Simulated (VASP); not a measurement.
# InSb (F-43m) in VASP: further runs

InSb is run at these levels: PBEsol; tasks: single point, relaxation of cell and atoms.

Everything below comes from runs of VASP 6.6.1. Logs are shortened: lines on timing, memory, paths and dates and some standing lists are left out, and cuts for length are marked.

**1. The cell of the first run**

The structure is cubic, space group F-43m (No. 216). Conventional cell: a = 6.563 Å, b = 6.563 Å, c = 6.563 Å, α = 90.00°, β = 90.00°, γ = 90.00°. Within 3.7 Å of In (site symmetry -43m) lie 4 Sb at 2.84 Å. Within 3.7 Å of Sb (site symmetry -43m) lie 4 In at 2.84 Å.

**2. Single point, PBEsol (volume scaled by 1.02)**

The input, INCAR:

```
SYSTEM = InSb
PREC     = Accurate       ! precision mode
ENCUT    = 520            ! plane-wave cutoff, eV
EDIFF    = 1E-6           ! SCF threshold, eV
ISMEAR   = -1             ! smearing method
SIGMA    = 0.15           ! smearing width, eV
LREAL    = .False.        ! projectors in reciprocal space
LASPH    = .True.         ! aspherical terms in the spheres
NELM     = 100            ! most SCF steps
ALGO     = Normal         ! electronic algorithm
ISIF     = 2              ! what is computed and relaxed
LWAVE    = .False.        ! write WAVECAR
LCHARG   = .True.         ! write CHGCAR
GGA      = PS             ! functional
LELF     = .True.         ! ELF
LVHAR    = .True.       
NBANDS   = 16             ! bands
```

The input, KPOINTS:

```
regular mesh
0
Gamma
  12 12 12
  0 0 0
```

The input, POSCAR:

```
InSb
1.0
    0.0000000000      3.2815186310      3.2815186310
    3.2815186310      0.0000000000      3.2815186310
    3.2815186310      3.2815186310      0.0000000000
In Sb
1 1
Direct
    0.0000000000      0.0000000000      0.0000000000
    0.7500000000      0.7500000000      0.7500000000
```

Potentials or basis: VASP PAW PBE potentials, release 64 (In_d, Sb).

The run is started by

```
cat potpaw_PBE.64/In_d/POTCAR potpaw_PBE.64/Sb/POTCAR > POTCAR
mpirun -np 1 vasp_std > vasp.out
```

OUTCAR:

```text
SYSTEM = InSb
   PREC = Accurate
   ENCUT = 520
   EDIFF = 1E-6
   ISMEAR = -1
   LREAL = .False.
   LASPH = .True.
   NELM = 100
   ISIF = 2
   GGA = PS

 ion  position               nearest neighbor table
   1  0.000  0.000  0.000-   2 2.84   2 2.84   2 2.84   2 2.84
   2  0.750  0.750  0.750-   1 2.84   1 2.84   1 2.84   1 2.84

  LATTYP: Found a face centered cubic cell.
 ALAT       =     6.5630372620

  Lattice vectors:

 A1 = (   0.0000000000,   3.2815186310,   3.2815186310)
 A2 = (   3.2815186310,   0.0000000000,   3.2815186310)
 A3 = (   3.2815186310,   3.2815186310,   0.0000000000)

Analysis of symmetry for initial positions (statically):
=====================================================================
 Subroutine PRICEL returns:
 Original cell was already a primitive cell.

 Routine SETGRP: Setting up the symmetry group for a
 face centered cubic supercell.

 Subroutine GETGRP returns: Found 24 space group operations
 (whereof 24 operations were pure point group operations)
 out of a pool of 48 trial point group operations.

The static configuration has the point symmetry T_d .

Analysis of symmetry for dynamics (positions and initial velocities):
=====================================================================
 Subroutine PRICEL returns:
 Original cell was already a primitive cell.

 Routine SETGRP: Setting up the symmetry group for a
 face centered cubic supercell.

 Subroutine GETGRP returns: Found 24 space group operations
 (whereof 24 operations were pure point group operations)
 out of a pool of 48 trial point group operations.

The dynamic configuration has the point symmetry T_d .

 Subroutine INISYM returns: Found 24 space group operations
 (whereof 24 operations are pure point group operations),
 and found     1 'primitive' translations

----------------------------------------------------------------------------------------

                                     Primitive cell

  volume of cell :      70.6732

  direct lattice vectors                    reciprocal lattice vectors
     0.000000000  3.281518631  3.281518631    -0.152368478  0.152368478  0.152368478
     3.281518631  0.000000000  3.281518631     0.152368478 -0.152368478  0.152368478
     3.281518631  3.281518631  0.000000000     0.152368478  0.152368478 -0.152368478

  length of vectors
     4.640768153  4.640768153  4.640768153     0.263909946  0.263909946  0.263909946

  position of ions in fractional coordinates (direct lattice)
     0.000000000  0.000000000  0.000000000
     0.750000000  0.750000000  0.750000000

  ion indices of the primitive-cell ions
   primitive index   ion index
                 1           1
                 2           2

----------------------------------------------------------------------------------------

 KPOINTS: regular mesh

Automatic generation of k-mesh.
 Grid dimensions read from file:
 generate k-points for:   12   12   12

 Generating k-lattice:

  Cartesian coordinates                     Fractional coordinates (reciprocal lattice)
    -0.012697373  0.012697373  0.012697373     0.083333333  0.000000000  0.000000000
     0.012697373 -0.012697373  0.012697373     0.000000000  0.083333333  0.000000000
     0.012697373  0.012697373 -0.012697373     0.000000000  0.000000000  0.083333333

  Length of vectors
     0.021992495  0.021992495  0.021992495

  Shift w.r.t. Gamma in fractional coordinates (k-lattice)
     0.000000000  0.000000000  0.000000000

 Subroutine IBZKPT returns following result:
 ===========================================

 Found     72 irreducible k-points:

 Following reciprocal coordinates:
            Coordinates               Weight
  0.000000  0.000000  0.000000      1.000000
  0.083333  0.000000  0.000000      8.000000
  0.166667  0.000000  0.000000      8.000000
  0.250000  0.000000  0.000000      8.000000
  0.333333  0.000000  0.000000      8.000000
  0.416667  0.000000  0.000000      8.000000
[... 16 lines left out ...]
  0.500000  0.166667  0.000000     24.000000
 -0.416667  0.166667  0.000000     24.000000
 [... further k-points ...]
   k-points           NKPTS =     72   k-points in BZ     NKDIM =     72   number of bands    NBANDS=     16
   number of dos      NEDOS =    301   number of ions     NIONS =      2
   total plane-waves  NPLWV =  46656
   dimension x,y,z NGX =    36 NGY =   36 NGZ =   36
   dimension x,y,z NGXF=    72 NGYF=   72 NGZF=   72
   ions per type =               1   1
   NGX,Y,Z   is equivalent  to a cutoff of  12.90, 12.90, 12.90 a.u.
   NGXF,Y,Z  is equivalent  to a cutoff of  25.79, 25.79, 25.79 a.u.
 SYSTEM =  InSb
   PREC   = accura    normal or accurate (medium, high low for compatibility)
   ISTART =      0    job   : 0-new  1-cont  2-samecut
   ICHARG =      2    charge: 1-file 2-atom 10-const
   ISPIN  =      1    spin polarized calculation?
   LNONCOLLINEAR =      F non collinear calculations
   LSORBIT =      F    spin-orbit coupling
   LASPH  =      T    aspherical Exc in radial PAW
   ENCUT  =  520.0 eV  38.22 Ry    6.18 a.u.   8.63  8.63  8.63*2*pi/ulx,y,z
   NELM   =    100;   NELMIN=  2; NELMDL= -5     # of ELM steps
   EDIFF  = 0.1E-05   stopping-criterion for ELM
   LREAL  =      F    real-space projection
   EDIFFG = 0.1E-04   stopping-criterion for IOM
   NSW    =      0    number of steps for IOM
   IBRION =     -1    ionic relax: 0-MD 1-quasi-New 2-CG
   NFREE  =      0    steps in history (QN), initial steepest desc. (CG)
   ISIF   =      2    stress and relaxation
   ISYM   =      2    0-nonsym 1-usesym 2-fastsym
   POTIM  = 0.5000    time-step for ionic-motion
   TEBEG  =    0.0;   TEEND  =   0.0 temperature during run
   PSTRESS=    0.0 pullay stress
   NELECT =      18.0000    total number of electrons
   NUPDOWN=      -1.0000    fix difference up-down
   EMIN   =  10.00;   EMAX   =-10.00  energy-range for DOS
   EFERMI =   0.00;   METHOD = LEGACY
   ISMEAR =    -1;   SIGMA  =   0.15  broadening in eV -4-tet -1-fermi 0-gaus
   EFERMI_NEDOS =   21; number of points for ismear=-14 and -15
   IALGO  =     38    algorithm
   IMIX   =      4    mixing-type and parameters
     AMIX     =   0.40;   BMIX     =  1.00
     AMIX_MAG =   1.60;   BMIX_MAG =  1.00
  volume/ion in A,a.u.               =      35.34       238.46
  Fermi-wavevector in a.u.,A,eV,Ry     =   1.037721  1.961009 14.651649  1.076866
  Thomas-Fermi vector in A             =   2.172172
   LORBIT       =      0    0 simple, 1 ext, 2 COOP (PROOUT), +10 PAW based schemes
   GGA     = PS    functional components
   LHFCALC =     F    Hartree Fock is set to
   AEXX    =    0.0000 exact exchange contribution
   IVDW    =     0    specifies the selected vdW correction
   LEPSILON=     F    determine dielectric tensor
   LRPA    =     F    only Hartree local field effects (RPA)
 non-spin polarized calculation
  energy-cutoff  :      520.00
  volume of cell :       70.67
 maximum number of plane-waves:      1932
   NGX = 17   NGY = 17   NGZ = 17

 number of electron      18.0000000 magnetization

 Free energy of the ion-electron system (eV)
  ---------------------------------------------------
  ext. energy  EPLUGINS =         0.00000000
  ---------------------------------------------------
  free energy    TOTEN  =        -7.69971460 eV

  energy without entropy =       -7.69181950  energy(sigma->0) =       -7.69576705

 E-fermi :   4.7884     XC(G=0):  -8.7063

 val. band max:        4.5604185220   @ k =   0.0000   0.0000   0.0000
 cond. band min:       4.9680753344   @ k =   0.5000   0.0000   0.0000
 fundamental gap:      0.4076568124
 Fermi energy:         4.7883755250

 k-point     1 :       0.0000    0.0000    0.0000
  band No.  band energies     occupation
      1      -9.8975      2.00000
      2      -9.8975      2.00000
      3      -9.8975      2.00000
      4      -9.8212      2.00000
      5      -9.8212      2.00000
      6      -5.9488      2.00000
[... 8 lines left out ...]
     15      12.7671      0.00000
     16      12.7671      0.00000

 k-point     2 :       0.0833    0.0000    0.0000
  band No.  band energies     occupation
      1      -9.9003      2.00000
      2      -9.8961      2.00000
      3      -9.8961      2.00000
      4      -9.8213      2.00000
      5      -9.8213      2.00000
      6      -5.8886      2.00000
[... 8 lines left out ...]
     15      12.2415      0.00000
     16      12.2415      0.00000

 k-point     3 :       0.1667    0.0000    0.0000
  band No.  band energies     occupation
      1      -9.9081      2.00000
      2      -9.8927      2.00000
      3      -9.8927      2.00000
      4      -9.8214      2.00000
      5      -9.8214      2.00000
      6      -5.7131      2.00000
[... 8 lines left out ...]
     15      11.8133      0.00000
     16      11.8133      0.00000

 k-point     4 :       0.2500    0.0000    0.0000
  band No.  band energies     occupation
      1      -9.9186      2.00000
      2      -9.8883      2.00000
      3      -9.8883      2.00000
      4      -9.8213      2.00000
      5      -9.8213      2.00000
      6      -5.4394      2.00000
[... 8 lines left out ...]
     15      11.7793      0.00000
     16      11.7793      0.00000

 k-point     5 :       0.3333    0.0000    0.0000
  band No.  band energies     occupation
      1      -9.9290      2.00000
      2      -9.8843      2.00000
      3      -9.8843      2.00000
      4      -9.8207      2.00000
      5      -9.8207      2.00000
      6      -5.1075      2.00000
[... 8 lines left out ...]
     15      12.2046      0.00000
     16      12.2046      0.00000

 k-point     6 :       0.4167    0.0000    0.0000
  band No.  band energies     occupation
      1      -9.9366      2.00000
      2      -9.8817      2.00000
      3      -9.8817      2.00000
      4      -9.8199      2.00000
      5      -9.8199      2.00000
      6      -4.8032      2.00000
[... 8 lines left out ...]
     15      12.9757      0.00000
     16      12.9757      0.00000
[... 267 lines left out ...]
 k-point    21 :       0.3333    0.1667    0.0000
  band No.  band energies     occupation
      1      -9.9342      2.00000
      2      -9.8806      2.00000
      3      -9.8790      2.00000
      4      -9.8267      2.00000
      5      -9.8178      2.00000
      6      -5.1376      2.00000
[... 8 lines left out ...]
     15      12.7209      0.00000
     16      13.1423      0.00000

 k-point    22 :       0.4167    0.1667    0.0000
  band No.  band energies     occupation
      1      -9.9410      2.00000
      2      -9.8784      2.00000
      3      -9.8760      2.00000
      4      -9.8260      2.00000
      5      -9.8177      2.00000
      6      -4.8155      2.00000
[... 8 lines left out ...]
     15      12.9657      0.00000
     16      13.6792      0.00000

 k-point    23 :       0.5000    0.1667    0.0000
  band No.  band energies     occupation
      1      -9.9446      2.00000
      2      -9.8773      2.00000
      3      -9.8749      2.00000
      4      -9.8244      2.00000
      5      -9.8185      2.00000
      6      -4.5653      2.00000
[... 8 lines left out ...]
     15      13.3395      0.00000
     16      13.6993      0.00000

 k-point    24 :      -0.4167    0.1667    0.0000
  band No.  band energies     occupation
      1      -9.9442      2.00000
      2      -9.8773      2.00000
      3      -9.8757      2.00000
      4      -9.8224      2.00000
      5      -9.8201      2.00000
      6      -4.5262      2.00000
[... 8 lines left out ...]
     15      12.6951      0.00000
     16      12.9524      0.00000

 [... further k-points ...]
[... 5 lines left out ...]
  --------------------------------------------------------------------------------------
  -------------------------------------------------------------------------------------
  Total       -0.3427194     -0.3427194     -0.3427194      0.0000000      0.0000000      0.0000000
  in kB       -7.7695272     -7.7695272     -7.7695272      0.0000000      0.0000000      0.0000000
  external PRESSURE =      -7.7695272 kB  Pullay stress =       0.0000000 kB

 VOLUME and BASIS-vectors are now :
 -----------------------------------------------------------------------------
  energy-cutoff  :      520.00
  volume of cell :       70.67
      direct lattice vectors                 reciprocal lattice vectors
     0.000000000  3.281518631  3.281518631    -0.152368478  0.152368478  0.152368478
     3.281518631  0.000000000  3.281518631     0.152368478 -0.152368478  0.152368478
     3.281518631  3.281518631  0.000000000     0.152368478  0.152368478 -0.152368478

 POSITION                                       TOTAL-FORCE (eV/Angst)
 -----------------------------------------------------------------------------------
      0.00000      0.00000      0.00000        -0.000000     -0.000000     -0.000000
      4.92228      4.92228      4.92228         0.000000      0.000000      0.000000
 -----------------------------------------------------------------------------------
    total drift:                                0.000000      0.000000      0.000000

  FREE ENERGIE OF THE ION-ELECTRON SYSTEM (eV)
  ---------------------------------------------------
  free  energy   TOTEN  =        -7.6997146018 eV

  energy  without entropy=       -7.6918195008  energy(sigma->0) =       -7.69576705
```

Wall time 100 s (1 thread of AMD EPYC 9R45 (Zen 5), shared host); peak memory 0.22 GiB.

What came out:

* Free energy: -7.6997 eV
* Pressure: -0.8 GPa
* Band gap on the k mesh: zero (filled and empty bands touch)

Caveat: the PAW data sets were made with another functional, which shifts forces and pressure a little; spin-orbit coupling is left out, which moves the levels of the heavy elements.

[end of part 1 of 2]
